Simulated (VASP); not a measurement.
# Pt (Im-3m) in VASP: settings compared

The runs below take Pt through single point, with PBEsol, PBE.

All numbers are computed with VASP 6.6.1; they aren't measurements. Logs are shortened: lines on timing, memory, paths and dates and some standing lists are left out, and cuts for length are marked.

**1. The cell of the first run**

The structure is cubic, space group Im-3m (No. 229). The conventional cell has a = 3.104 Å, b = 3.104 Å, c = 3.104 Å, α = 90.00°, β = 90.00°, γ = 90.00°. Within 3.5 Å of Pt (site symmetry m-3m) lie 14 Pt at 2.69 to 3.10 Å.

**2. Single point, PBEsol (volume scaled by 0.94)**

File INCAR:

```
SYSTEM = Pt
PREC = Accurate ; ENCUT = 520
EDIFF = 1E-6 ; ISMEAR = -1
SIGMA = 0.05 ; LREAL = .False.
LASPH = .True. ; NELM = 100
ALGO = Fast ; ISIF = 2
LWAVE = .False. ; LCHARG = .False.
GGA = PS ; NBANDS = 11
```

File KPOINTS:

```
regular mesh
0
Gamma
  12 12 12
  0 0 0
```

File POSCAR:

```
Pt
1.0
   -1.5518799051      1.5518799051      1.5518799051
    1.5518799051     -1.5518799051      1.5518799051
    1.5518799051      1.5518799051     -1.5518799051
Pt
1
Direct
    0.0000000000      0.0000000000      0.0000000000
```

Potentials or basis: VASP PAW PBE potentials, release 64 (Pt).

Command:

```console
> cat potpaw_PBE.64/Pt/POTCAR > POTCAR
> mpirun -np 1 vasp_std > vasp.out
```

OUTCAR:

```text
SYSTEM = Pt
   PREC = Accurate
   ENCUT = 520
   EDIFF = 1E-6
   ISMEAR = -1
   LREAL = .False.
   LASPH = .True.
   NELM = 100
   ISIF = 2
   GGA = PS

 ion  position               nearest neighbor table
   1  0.000  0.000  0.000-

  LATTYP: Found a body centered cubic cell.
 ALAT       =     3.1037598102

  Lattice vectors:

 A1 = (  -1.5518799051,   1.5518799051,   1.5518799051)
 A2 = (   1.5518799051,  -1.5518799051,   1.5518799051)
 A3 = (   1.5518799051,   1.5518799051,  -1.5518799051)

Analysis of symmetry for initial positions (statically):
=====================================================================
 Subroutine PRICEL returns:
 Original cell was already a primitive cell.

 Routine SETGRP: Setting up the symmetry group for a
 body centered cubic supercell.

 Subroutine GETGRP returns: Found 48 space group operations
[... 9 lines left out ...]

 Routine SETGRP: Setting up the symmetry group for a
 body centered cubic supercell.

 Subroutine GETGRP returns: Found 48 space group operations
[... 11 lines left out ...]
                                     Primitive cell

  volume of cell :      14.9498

  direct lattice vectors                    reciprocal lattice vectors
    -1.551879905  1.551879905  1.551879905     0.000000000  0.322189880  0.322189880
     1.551879905 -1.551879905  1.551879905     0.322189880  0.000000000  0.322189880
     1.551879905  1.551879905 -1.551879905     0.322189880  0.322189880  0.000000000

  length of vectors
     2.687934843  2.687934843  2.687934843     0.455645298  0.455645298  0.455645298

  position of ions in fractional coordinates (direct lattice)
     0.000000000  0.000000000  0.000000000

  ion indices of the primitive-cell ions
   primitive index   ion index
                 1           1

----------------------------------------------------------------------------------------

 KPOINTS: regular mesh

Automatic generation of k-mesh.
 Grid dimensions read from file:
 generate k-points for:   12   12   12

 Generating k-lattice:

  Cartesian coordinates                     Fractional coordinates (reciprocal lattice)
     0.000000000  0.026849157  0.026849157     0.083333333  0.000000000  0.000000000
     0.026849157  0.000000000  0.026849157     0.000000000  0.083333333  0.000000000
     0.026849157  0.026849157  0.000000000     0.000000000  0.000000000  0.083333333

  Length of vectors
     0.037970441  0.037970441  0.037970441

  Shift w.r.t. Gamma in fractional coordinates (k-lattice)
     0.000000000  0.000000000  0.000000000

 Subroutine IBZKPT returns following result:
 ===========================================

 Found     72 irreducible k-points:

 Following reciprocal coordinates:
            Coordinates               Weight
  0.000000  0.000000  0.000000      1.000000
  0.083333  0.000000  0.000000     12.000000
  0.166667  0.000000  0.000000     12.000000
  0.250000  0.000000  0.000000     12.000000
  0.333333  0.000000  0.000000     12.000000
  0.416667  0.000000  0.000000     12.000000
[... 16 lines left out ...]
  0.333333  0.083333  0.083333     24.000000
  0.416667  0.083333  0.083333     12.000000
 [... further k-points ...]
   k-points           NKPTS =     72   k-points in BZ     NKDIM =     72   number of bands    NBANDS=     11
   number of dos      NEDOS =    301   number of ions     NIONS =      1
   total plane-waves  NPLWV =   8000
   dimension x,y,z NGX =    20 NGY =   20 NGZ =   20
   dimension x,y,z NGXF=    40 NGYF=   40 NGZF=   40
   ions per type =               1
   NGX,Y,Z   is equivalent  to a cutoff of  12.37, 12.37, 12.37 a.u.
   NGXF,Y,Z  is equivalent  to a cutoff of  24.74, 24.74, 24.74 a.u.
 SYSTEM =  Pt
   PREC   = accura    normal or accurate (medium, high low for compatibility)
   ISTART =      0    job   : 0-new  1-cont  2-samecut
   ICHARG =      2    charge: 1-file 2-atom 10-const
   ISPIN  =      1    spin polarized calculation?
   LNONCOLLINEAR =      F non collinear calculations
   LSORBIT =      F    spin-orbit coupling
   LASPH  =      T    aspherical Exc in radial PAW
   ENCUT  =  520.0 eV  38.22 Ry    6.18 a.u.   5.00  5.00  5.00*2*pi/ulx,y,z
   NELM   =    100;   NELMIN=  2; NELMDL= -5     # of ELM steps
   EDIFF  = 0.1E-05   stopping-criterion for ELM
   LREAL  =      F    real-space projection
   EDIFFG = 0.1E-04   stopping-criterion for IOM
   NSW    =      0    number of steps for IOM
   IBRION =     -1    ionic relax: 0-MD 1-quasi-New 2-CG
   NFREE  =      0    steps in history (QN), initial steepest desc. (CG)
   ISIF   =      2    stress and relaxation
   ISYM   =      2    0-nonsym 1-usesym 2-fastsym
   POTIM  = 0.5000    time-step for ionic-motion
   TEBEG  =    0.0;   TEEND  =   0.0 temperature during run
   PSTRESS=    0.0 pullay stress
   NELECT =      10.0000    total number of electrons
   NUPDOWN=      -1.0000    fix difference up-down
   EMIN   =  10.00;   EMAX   =-10.00  energy-range for DOS
   EFERMI =   0.00;   METHOD = LEGACY
   ISMEAR =    -1;   SIGMA  =   0.05  broadening in eV -4-tet -1-fermi 0-gaus
   EFERMI_NEDOS =   21; number of points for ismear=-14 and -15
   IALGO  =     68    algorithm
   IMIX   =      4    mixing-type and parameters
     AMIX     =   0.40;   BMIX     =  1.00
     AMIX_MAG =   1.60;   BMIX_MAG =  1.00
  volume/ion in A,a.u.               =      14.95       100.89
  Fermi-wavevector in a.u.,A,eV,Ry     =   1.431737  2.705592 27.890204  2.049872
  Thomas-Fermi vector in A             =   2.551441
   LORBIT       =      0    0 simple, 1 ext, 2 COOP (PROOUT), +10 PAW based schemes
   GGA     = PS    functional components
   LHFCALC =     F    Hartree Fock is set to
   AEXX    =    0.0000 exact exchange contribution
   IVDW    =     0    specifies the selected vdW correction
   LEPSILON=     F    determine dielectric tensor
   LRPA    =     F    only Hartree local field effects (RPA)
 non-spin polarized calculation
 RMM-DIIS sequential band-by-band and
  energy-cutoff  :      520.00
  volume of cell :       14.95
 maximum number of plane-waves:       420
   NGX =  9   NGY =  9   NGZ =  9

 number of electron      10.0000000 magnetization

 Free energy of the ion-electron system (eV)
  ---------------------------------------------------
  ext. energy  EPLUGINS =         0.00000000
  ---------------------------------------------------
  free energy    TOTEN  =        -6.86631712 eV

  energy without entropy =       -6.86077130  energy(sigma->0) =       -6.86354421

 E-fermi :  10.9525     XC(G=0): -13.6723

 val. band max:       10.9046457561   @ k =   0.5000   0.5000   0.4167
 cond. band min:      11.0028361899   @ k =  -0.4167  -0.4167   0.1667
 fundamental gap:      0.0981904337
 Fermi energy:        10.9524601660

 k-point     1 :       0.0000    0.0000    0.0000
  band No.  band energies     occupation
      1       0.8821      2.00000
      2       7.2373      2.00000
      3       7.2373      2.00000
      4       7.2373      2.00000
      5       9.9620      2.00000
      6       9.9620      2.00000
      7      28.0928      0.00000
      8      28.0928      0.00000
      9      28.0928      0.00000
     10      38.8100      0.00000
     11      38.8102      0.00000

 k-point     2 :       0.0833    0.0000    0.0000
  band No.  band energies     occupation
      1       1.1788      2.00000
      2       7.1162      2.00000
      3       7.2336      2.00000
      4       7.4820      2.00000
      5       9.8076      2.00000
      6       9.9703      2.00000
      7      28.2327      0.00000
      8      28.3681      0.00000
      9      28.5400      0.00000
     10      36.0472      0.00000
     11      36.7171      0.00000

 k-point     3 :       0.1667    0.0000    0.0000
  band No.  band energies     occupation
      1       2.0042      2.00000
      2       6.8001      2.00000
      3       7.1967      2.00000
      4       8.1915      2.00000
      5       9.5430      2.00000
      6      10.0042      2.00000
      7      28.2041      0.00000
      8      28.2992      0.00000
      9      29.8131      0.00000
     10      34.2415      0.00000
     11      34.3389      0.00000

 k-point     4 :       0.2500    0.0000    0.0000
  band No.  band energies     occupation
      1       3.0835      2.00000
      2       6.3980      2.00000
      3       7.2609      2.00000
      4       9.2818      2.00000
      5       9.4880      2.00000
      6      10.0778      2.00000
      7      26.0106      0.00000
      8      27.1763      0.00000
      9      31.7244      0.00000
     10      33.4870      0.00000
     11      34.2454      0.00000

 k-point     5 :       0.3333    0.0000    0.0000
  band No.  band energies     occupation
      1       3.7953      2.00000
      2       6.0251      2.00000
      3       8.0529      2.00000
      4       9.6748      2.00000
      5      10.1858      2.00000
      6      10.5746      1.99895
      7      22.5757      0.00000
      8      25.7273      0.00000
      9      30.4606      0.00000
     10      33.9697      0.00000
     11      35.1916      0.00000
[... 211 lines left out ...]
 k-point    21 :       0.1667    0.0833    0.0833
  band No.  band energies     occupation
      1       3.5999      2.00000
      2       6.3109      2.00000
      3       6.5784      2.00000
      4       9.6890      2.00000
      5      10.0108      2.00000
      6      10.3284      1.99999
      7      26.0549      0.00000
      8      27.0359      0.00000
      9      28.5115      0.00000
     10      30.6662      0.00000
     11      37.6448      0.00000

 k-point    22 :       0.2500    0.0833    0.0833
  band No.  band energies     occupation
      1       4.3599      2.00000
      2       5.9727      2.00000
      3       7.0953      2.00000
      4       9.7688      2.00000
      5      10.1882      2.00000
      6      11.9162      0.00000
      7      22.3718      0.00000
      8      25.6371      0.00000
      9      27.1656      0.00000
     10      32.5944      0.00000
     11      38.2536      0.00000

 k-point    23 :       0.3333    0.0833    0.0833
  band No.  band energies     occupation
      1       4.4449      2.00000
      2       5.7537      2.00000
      3       8.4153      2.00000
      4       9.8943      2.00000
      5      10.3084      1.99999
      6      13.5250      0.00000
      7      19.0911      0.00000
      8      24.6386      0.00000
      9      25.9521      0.00000
     10      34.6616      0.00000
     11      36.5467      0.00000

 k-point    24 :       0.4167    0.0833    0.0833
  band No.  band energies     occupation
      1       4.4034      2.00000
      2       5.6783      2.00000
      3       9.2081      2.00000
      4       9.9208      2.00000
      5      10.3522      1.99999
      6      14.5363      0.00000
      7      17.3705      0.00000
      8      24.2819      0.00000
      9      25.4098      0.00000
     10      35.7204      0.00000
     11      35.9559      0.00000

 [... further k-points ...]
[... 5 lines left out ...]
  --------------------------------------------------------------------------------------
  -------------------------------------------------------------------------------------
  Total        0.4036006      0.4036006      0.4036006     -0.0000000     -0.0000000      0.0000000
  in kB       43.2541785     43.2541785     43.2541785     -0.0000000     -0.0000000      0.0000000
  external PRESSURE =      43.2541785 kB  Pullay stress =       0.0000000 kB

 VOLUME and BASIS-vectors are now :
 -----------------------------------------------------------------------------
  energy-cutoff  :      520.00
  volume of cell :       14.95
      direct lattice vectors                 reciprocal lattice vectors
    -1.551879905  1.551879905  1.551879905     0.000000000  0.322189880  0.322189880
     1.551879905 -1.551879905  1.551879905     0.322189880  0.000000000  0.322189880
     1.551879905  1.551879905 -1.551879905     0.322189880  0.322189880  0.000000000

 POSITION                                       TOTAL-FORCE (eV/Angst)
 -----------------------------------------------------------------------------------
      0.00000      0.00000      0.00000         0.000000     -0.000000      0.000000
 -----------------------------------------------------------------------------------
    total drift:                                0.000000      0.000000      0.000000

  FREE ENERGIE OF THE ION-ELECTRON SYSTEM (eV)
  ---------------------------------------------------
  free  energy   TOTEN  =        -6.8663171238 eV

  energy  without entropy=       -6.8607712970  energy(sigma->0) =       -6.86354421
```

It took 12 s on 1 thread of Intel Xeon 8259CL, shared host; peak memory 0.13 GiB.

Results:

```yaml
Free_energy: -6.8663 eV
Pressure: 4.3 GPa
Band_gap_on_the_k_mesh: zero (band 5 reaches 12.17 eV, above the bottom of band 6 at 9.79 eV)
```

Levels at points of the mesh, in eV from the Fermi level:
```tsv
k point	band 2	band 3	band 4	band 5	band 6	band 7	band 8	band 9
(0.00, 0.00, 0.00)	-3.72	-3.72	-3.72	-0.99	-0.99	17.14	17.14	17.14
(0.50, 0.00, 0.00)	-5.28	-1.18	-0.62	0.10	1.26	6.84	13.31	16.36
(0.50, 0.50, 0.50)	-6.57	0.68	0.68	0.68	7.81	7.81	7.81	13.62
```

Caveat: the cell differs from its parent crystal (volume scaled by 0.94); the PAW data sets were made with another functional, which shifts forces and pressure a little; spin-orbit coupling is left out, which moves the levels of the heavy elements.

**3. Single point, PBE**

This run uses another cell than the first one, of 15.90 Å³/atom, 1.064 times its volume.

File INCAR:

```
SYSTEM = Pt
  PREC = Accurate
  ENCUT = 520
  EDIFF = 1E-6
  ISMEAR = 0
  SIGMA = 0.011
  LREAL = .False.
  LASPH = .True.
  NELM = 60
  ALGO = Normal
  ISIF = 2
  LWAVE = .False.
  LCHARG = .False.
  GGA = PE
  NBANDS = 11
```

KPOINTS is that of step 2.

File POSCAR:

```
Pt
1.0
   -1.5842200000      1.5842200000      1.5842200000
    1.5842200000     -1.5842200000      1.5842200000
    1.5842200000      1.5842200000     -1.5842200000
Pt
1
Direct
    0.0000000000      0.0000000000      0.0000000000
```

Potentials or basis: VASP PAW PBE potentials, release 64 (Pt).

Command:

```console
> cat potpaw_PBE.64/Pt/POTCAR > POTCAR
> mpirun -np 1 vasp_std > vasp.out
```

It took 11 s on 1 thread of Intel Xeon 8259CL, shared host; peak memory 0.13 GiB.

It converged, with:

```
Free energy            : -6.0165 eV
Pressure               : -1.9 GPa
Band gap on the k mesh : zero (band 5 reaches 11.08 eV, above the bottom of band 6 at 8.94 eV)
```

Levels at points of the mesh, in eV from the Fermi level:
```
           k point  band 1  band 2  band 3  band 4  band 5  band 6  band 7  band 8  band 9  band 10
(0.00, 0.00, 0.00)   -9.31   -3.32   -3.32   -3.32   -0.86   -0.86   17.22   17.22   17.22    27.18
(0.50, 0.00, 0.00)   -6.38   -4.73   -1.04   -0.55    0.41    1.15    6.36   13.39   15.92    24.11
(0.50, 0.50, 0.50)   -5.88   -5.88    0.64    0.64    0.64    7.78    7.78    7.78   12.81    19.05
```

Caveat: spin-orbit coupling is left out, which moves the levels of the heavy elements.
